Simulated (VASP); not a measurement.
# NaBe (Fd-3m) in VASP: notebook

The runs below take NaBe through relaxation of cell and atoms, single point, with PBE.

Program: VASP 6.6.1. These are calculated values, not measurements. Logs are shortened: lines on timing, memory, paths and dates and some standing lists are left out, and cuts for length are marked.

### Step 1. The cell of the first run

The structure is cubic, space group Fd-3m (No. 227). Conventional cell: a = 6.243 Å, b = 6.243 Å, c = 6.243 Å, α = 90.00°, β = 90.00°, γ = 90.00°. Na (site symmetry -43m) has 4 Na at 2.70 Å and 10 Be at 2.70 to 3.12 Å within 3.6 Å. Be (site symmetry -43m) has 10 Na at 2.70 to 3.12 Å and 4 Be at 2.70 Å within 3.6 Å.

### Step 2. Relaxation of cell and atoms, PBE

Input file INCAR:

```
PREC     = Accurate       # precision mode
ENCUT    = 600            # plane-wave cutoff, eV
EDIFF    = 1E-6           # SCF threshold, eV
ISMEAR   = 0              # smearing method
SIGMA    = 0.1            # smearing width, eV
LREAL    = False          # projectors in reciprocal space
LASPH    = True           # aspherical terms in the spheres
NELM     = 80             # most SCF steps
ALGO     = Normal         # electronic algorithm
ISIF     = 3              # what is computed and relaxed
LWAVE    = False          # write WAVECAR
LCHARG   = False          # write CHGCAR
GGA      = PE             # functional
IBRION   = 2              # ionic algorithm
NSW      = 90             # ionic steps
EDIFFG   = -0.04          # ionic threshold
```

Input file KPOINTS:

```
regular mesh
0
Gamma
  6 6 6
```

Input file POSCAR:

```
NaBe
1.0
    0.0000000000      3.1215969865      3.1215969865
    3.1215969865      0.0000000000      3.1215969865
    3.1215969865      3.1215969865      0.0000000000
Na Be
2 2
Direct
    0.5000000000      0.5000000000      0.5000000000
    0.7500000000      0.7500000000      0.7500000000
    0.0000000000      0.0000000000      0.0000000000
    0.2500000000      0.2500000000      0.2500000000
```

Potentials or basis: VASP PAW PBE potentials, release 64 (Na_pv, Be).

Run with:

```sh
cat potpaw_PBE.64/Na_pv/POTCAR potpaw_PBE.64/Be/POTCAR > POTCAR
mpirun -np 1 vasp_std > vasp.out
```

OUTCAR:

```text
PREC = Accurate
   ENCUT = 600
   EDIFF = 1E-6
   ISMEAR = 0
   LREAL = False
   LASPH = True
   NELM = 80
   ISIF = 3
   GGA = PE
   IBRION = 2
   NSW = 90
   EDIFFG = -0.04

 ion  position               nearest neighbor table
   1  0.500  0.500  0.500-   2 2.70   2 2.70   2 2.70   2 2.70
   2  0.750  0.750  0.750-   1 2.70   1 2.70   1 2.70   1 2.70
   3  0.000  0.000  0.000-
   4  0.250  0.250  0.250-

  LATTYP: Found a face centered cubic cell.
 ALAT       =     6.2431939730

  Lattice vectors:

 A1 = (   0.0000000000,   3.1215969865,   3.1215969865)
 A2 = (   3.1215969865,   0.0000000000,   3.1215969865)
 A3 = (   3.1215969865,   3.1215969865,   0.0000000000)

Analysis of symmetry for initial positions (statically):
=====================================================================
 Subroutine PRICEL returns:
 Original cell was already a primitive cell.

 Routine SETGRP: Setting up the symmetry group for a
 face centered cubic supercell.

 Subroutine GETGRP returns: Found 48 space group operations
 (whereof 24 operations were pure point group operations)
 out of a pool of 48 trial point group operations.

The static configuration has the point symmetry T_d .
 The point group associated with its full space group is O_h .

Analysis of symmetry for dynamics (positions and initial velocities):
=====================================================================
 Subroutine PRICEL returns:
 Original cell was already a primitive cell.

 Routine SETGRP: Setting up the symmetry group for a
 face centered cubic supercell.

 Subroutine GETGRP returns: Found 48 space group operations
 (whereof 24 operations were pure point group operations)
 out of a pool of 48 trial point group operations.

The dynamic configuration has the point symmetry T_d .
 The point group associated with its full space group is O_h .

 Subroutine INISYM returns: Found 48 space group operations
 (whereof 24 operations are pure point group operations),
 and found     1 'primitive' translations

----------------------------------------------------------------------------------------

                                     Primitive cell

  volume of cell :      60.8360

  direct lattice vectors                    reciprocal lattice vectors
     0.000000000  3.121596987  3.121596987    -0.160174424  0.160174424  0.160174424
     3.121596987  0.000000000  3.121596987     0.160174424 -0.160174424  0.160174424
     3.121596987  3.121596987  0.000000000     0.160174424  0.160174424 -0.160174424

  length of vectors
     4.414604795  4.414604795  4.414604795     0.277430241  0.277430241  0.277430241

  position of ions in fractional coordinates (direct lattice)
     0.500000000  0.500000000  0.500000000
     0.750000000  0.750000000  0.750000000
     0.000000000  0.000000000  0.000000000
     0.250000000  0.250000000  0.250000000

  ion indices of the primitive-cell ions
   primitive index   ion index
                 1           1
                 2           2
                 3           3
                 4           4

----------------------------------------------------------------------------------------

 KPOINTS: regular mesh

Automatic generation of k-mesh.
 Grid dimensions read from file:
 generate k-points for:    6    6    6

 Generating k-lattice:

  Cartesian coordinates                     Fractional coordinates (reciprocal lattice)
    -0.026695737  0.026695737  0.026695737     0.166666667  0.000000000  0.000000000
     0.026695737 -0.026695737  0.026695737     0.000000000  0.166666667  0.000000000
     0.026695737  0.026695737 -0.026695737     0.000000000  0.000000000  0.166666667

  Length of vectors
     0.046238373  0.046238373  0.046238373

  Shift w.r.t. Gamma in fractional coordinates (k-lattice)
     0.000000000  0.000000000  0.000000000

 Subroutine IBZKPT returns following result:
 ===========================================

 Found     16 irreducible k-points:

 Following reciprocal coordinates:
            Coordinates               Weight
  0.000000  0.000000  0.000000      1.000000
  0.166667  0.000000  0.000000      8.000000
  0.333333  0.000000  0.000000      8.000000
  0.500000  0.000000  0.000000      4.000000
  0.166667  0.166667  0.000000      6.000000
  0.333333  0.166667  0.000000     24.000000
[... 8 lines left out ...]
 -0.333333  0.333333  0.166667     24.000000
 -0.333333  0.500000  0.166667     12.000000
   k-points           NKPTS =     16   k-points in BZ     NKDIM =     16   number of bands    NBANDS=     13
   number of dos      NEDOS =    301   number of ions     NIONS =      4
   total plane-waves  NPLWV =  46656
   dimension x,y,z NGX =    36 NGY =   36 NGZ =   36
   dimension x,y,z NGXF=    72 NGYF=   72 NGZF=   72
   ions per type =               2   2
   NGX,Y,Z   is equivalent  to a cutoff of  13.56, 13.56, 13.56 a.u.
   NGXF,Y,Z  is equivalent  to a cutoff of  27.11, 27.11, 27.11 a.u.
 SYSTEM =  unknown system
   PREC   = accura    normal or accurate (medium, high low for compatibility)
   ISTART =      0    job   : 0-new  1-cont  2-samecut
   ICHARG =      2    charge: 1-file 2-atom 10-const
   ISPIN  =      1    spin polarized calculation?
   LNONCOLLINEAR =      F non collinear calculations
   LSORBIT =      F    spin-orbit coupling
   LASPH  =      T    aspherical Exc in radial PAW
   ENCUT  =  600.0 eV  44.10 Ry    6.64 a.u.   8.82  8.82  8.82*2*pi/ulx,y,z
   NELM   =     80;   NELMIN=  2; NELMDL= -5     # of ELM steps
   EDIFF  = 0.1E-05   stopping-criterion for ELM
   LREAL  =      F    real-space projection
   EDIFFG = -.4E-01   stopping-criterion for IOM
   NSW    =     90    number of steps for IOM
   IBRION =      2    ionic relax: 0-MD 1-quasi-New 2-CG
   NFREE  =      1    steps in history (QN), initial steepest desc. (CG)
   ISIF   =      3    stress and relaxation
   ISYM   =      2    0-nonsym 1-usesym 2-fastsym
   POTIM  = 0.5000    time-step for ionic-motion
   TEBEG  =    0.0;   TEEND  =   0.0 temperature during run
   PSTRESS=    0.0 pullay stress
   NELECT =      18.0000    total number of electrons
   NUPDOWN=      -1.0000    fix difference up-down
   EMIN   =  10.00;   EMAX   =-10.00  energy-range for DOS
   EFERMI =   0.00;   METHOD = LEGACY
   ISMEAR =     0;   SIGMA  =   0.10  broadening in eV -4-tet -1-fermi 0-gaus
   EFERMI_NEDOS =   21; number of points for ismear=-14 and -15
   IALGO  =     38    algorithm
   IMIX   =      4    mixing-type and parameters
     AMIX     =   0.40;   BMIX     =  1.00
     AMIX_MAG =   1.60;   BMIX_MAG =  1.00
  volume/ion in A,a.u.               =      15.21       102.64
  Fermi-wavevector in a.u.,A,eV,Ry     =   1.090885  2.061473 16.191332  1.190029
  Thomas-Fermi vector in A             =   2.227118
   LORBIT       =      0    0 simple, 1 ext, 2 COOP (PROOUT), +10 PAW based schemes
   GGA     = PE    functional components
   LHFCALC =     F    Hartree Fock is set to
   AEXX    =    0.0000 exact exchange contribution
   IVDW    =     0    specifies the selected vdW correction
   LEPSILON=     F    determine dielectric tensor
   LRPA    =     F    only Hartree local field effects (RPA)
 conjugate gradient relaxation of ions
 non-spin polarized calculation
 Gauss-broadening in eV      SIGMA  =   0.10
  energy-cutoff  :      600.00
  volume of cell :       60.84
 maximum number of plane-waves:      2085
   NGX = 17   NGY = 17   NGZ = 17

--------------------------------------- Ionic step        1  -------------------------------------------

 number of electron      18.0000008 magnetization

 Free energy of the ion-electron system (eV)
  ---------------------------------------------------
  ext. energy  EPLUGINS =         0.00000000
  ---------------------------------------------------
  free energy    TOTEN  =        -6.97421703 eV

  energy without entropy =       -6.96062487  energy(sigma->0) =       -6.96742095

------------------------ aborting loop because EDIFF is reached ----------------------------------------

  FORCE on cell =-STRESS in cart. coord.  units (eV):
  Direction    XX          YY          ZZ          XY          YZ          ZX
  --------------------------------------------------------------------------------------
  -------------------------------------------------------------------------------------
  Total        1.8778405      1.8778405      1.8778405      0.0000000      0.0000000     -0.0000000
  in kB       49.4548387     49.4548387     49.4548387      0.0000000      0.0000000     -0.0000000
  external PRESSURE =      49.4548387 kB  Pullay stress =       0.0000000 kB

 VOLUME and BASIS-vectors are now :
 -----------------------------------------------------------------------------
  energy-cutoff  :      600.00
  volume of cell :       60.84
      direct lattice vectors                 reciprocal lattice vectors
     0.000000000  3.121596987  3.121596987    -0.160174424  0.160174424  0.160174424
     3.121596987  0.000000000  3.121596987     0.160174424 -0.160174424  0.160174424
     3.121596987  3.121596987  0.000000000     0.160174424  0.160174424 -0.160174424
[... 39 lines left out ...]
 POSITION                                       TOTAL-FORCE (eV/Angst)
 -----------------------------------------------------------------------------------
      3.19229      3.19229      3.19229        -0.000000      0.000000     -0.000000
      4.78844      4.78844      4.78844         0.000000     -0.000000      0.000000
      3.19229      6.38459      3.19229         0.000000     -0.000000      0.000000
      1.59615      1.59615      1.59615         0.000000     -0.000000     -0.000000
 -----------------------------------------------------------------------------------
    total drift:                                0.000000      0.000000      0.000000

  FREE ENERGIE OF THE ION-ELECTRON SYSTEM (eV)
  ---------------------------------------------------
  free  energy   TOTEN  =        -7.0627107793 eV

  energy  without entropy=       -7.0491393321  energy(sigma->0) =       -7.05592506

--------------------------------------- Ionic step        3  -------------------------------------------

 number of electron      17.9999985 magnetization

 Free energy of the ion-electron system (eV)
  ---------------------------------------------------
  ext. energy  EPLUGINS =         0.00000000
  ---------------------------------------------------
  free energy    TOTEN  =        -7.08279015 eV

  energy without entropy =       -7.06922212  energy(sigma->0) =       -7.07600613

 E-fermi :   2.0938     XC(G=0):  -8.5949

 val. band max:        2.0690833003   @ k =   0.3333   0.3333   0.0000
 cond. band min:       2.1369757213   @ k =   0.5000   0.3333   0.1667
 fundamental gap:      0.0678924210
 Fermi energy:         2.0937672240

 k-point     1 :       0.0000    0.0000    0.0000
  band No.  band energies     occupation
      1     -21.8507      2.00000
      2     -21.8507      2.00000
      3     -21.8507      2.00000
      4     -21.7232      2.00000
      5     -21.7232      2.00000
      6     -21.7232      2.00000
      7      -3.8282      2.00000
      8       4.0309      0.00000
      9       4.0309      0.00000
     10       4.0309      0.00000
     11       5.0477      0.00000
     12       5.0477      0.00000
     13       5.0477      0.00000

 k-point     2 :       0.1667    0.0000    0.0000
  band No.  band energies     occupation
      1     -21.8557      2.00000
      2     -21.8557      2.00000
      3     -21.8528      2.00000
      4     -21.7238      2.00000
      5     -21.7185      2.00000
      6     -21.7185      2.00000
      7      -3.5604      2.00000
      8       2.3798      0.00005
      9       3.5709      0.00000
     10       3.5709      0.00000
     11       5.5009      0.00000
[... 246 lines left out ...]
 POSITION                                       TOTAL-FORCE (eV/Angst)
 -----------------------------------------------------------------------------------
      3.24092      3.24092      3.24092        -0.000000     -0.000000     -0.000000
      4.86138      4.86138      4.86138         0.000000      0.000000      0.000000
      0.00000      0.00000      0.00000         0.000000     -0.000000     -0.000000
      1.62046      1.62046      1.62046        -0.000000     -0.000000      0.000000
 -----------------------------------------------------------------------------------
    total drift:                                0.000000      0.000000      0.000000

  FREE ENERGIE OF THE ION-ELECTRON SYSTEM (eV)
  ---------------------------------------------------
  free  energy   TOTEN  =        -7.0827901468 eV

  energy  without entropy=       -7.0692221173  energy(sigma->0) =       -7.07600613

 reached required accuracy - stopping structural energy minimisation
```

It took 73 s on 1 thread of Intel Xeon 8259CL, shared host; peak memory 0.2 GiB.

What came out:

```
Free energy                           : -7.0828 eV
Relaxed volume                        : 17.02 Å³/atom
Relaxed cell                          : a = 4.583 Å, b = 4.583 Å, c = 4.583 Å, α = 60.00°, β = 60.00°, γ = 60.00°
Space group after relaxing (to 0.1 Å) : Fd-3m (No. 227)
Energy gained by relaxing             : 27.1 meV/atom
Ionic steps                           : 3
Pressure after relaxing               : 0.2 GPa
Band gap on the k mesh                : zero (bands 9 and 10 overlap by 2.94 eV)
```

Step by step:
| step | energy change (eV) | largest force (eV/Å) | pressure (GPa) | volume (Å³) |
| --- | --- | --- | --- | --- |
| 1 | 0.0000 | 0.0000 | 4.95 | 60.84 |
| 2 | -0.0885 | 0.0000 | 1.82 | 65.06 |
| 3 | -0.1086 | 0.0000 | 0.20 | 68.08 |

Final structure:
```cif
data_structure
_symmetry_space_group_name_H-M 'P 1'
_symmetry_Int_Tables_number 1
_cell_length_a 4.5833
_cell_length_b 4.5833
_cell_length_c 4.5833
_cell_angle_alpha 60.000
_cell_angle_beta 60.000
_cell_angle_gamma 60.000
_cell_volume 68.08
loop_
_atom_site_label
_atom_site_type_symbol
_atom_site_fract_x
_atom_site_fract_y
_atom_site_fract_z
_atom_site_occupancy
Na1 Na 0.50000 0.50000 0.50000 1
Na2 Na 0.75000 0.75000 0.75000 1
Be1 Be 0.00000 0.00000 0.00000 1
Be2 Be 0.25000 0.25000 0.25000 1
```

Levels at points of the mesh, in eV from the Fermi level:
```
           k point  band 5  band 6  band 7  band 8  band 9  band 10  band 11  band 12  band 13
(0.00, 0.00, 0.00)  -23.82  -23.82   -5.92    1.94    1.94     1.94     2.95     2.95     2.95
(0.50, 0.00, 0.00)  -23.80  -23.80   -3.97   -3.06    0.85     0.85     3.27     3.69     3.69
(0.50, 0.50, 0.00)  -23.78  -23.78   -2.96   -2.96   -0.33    -0.33     2.10     2.10     7.27
```

(Part 1 of 2 ends here.)

The gap in the log of VASP goes by the Fermi energy; the results here count the filled bands.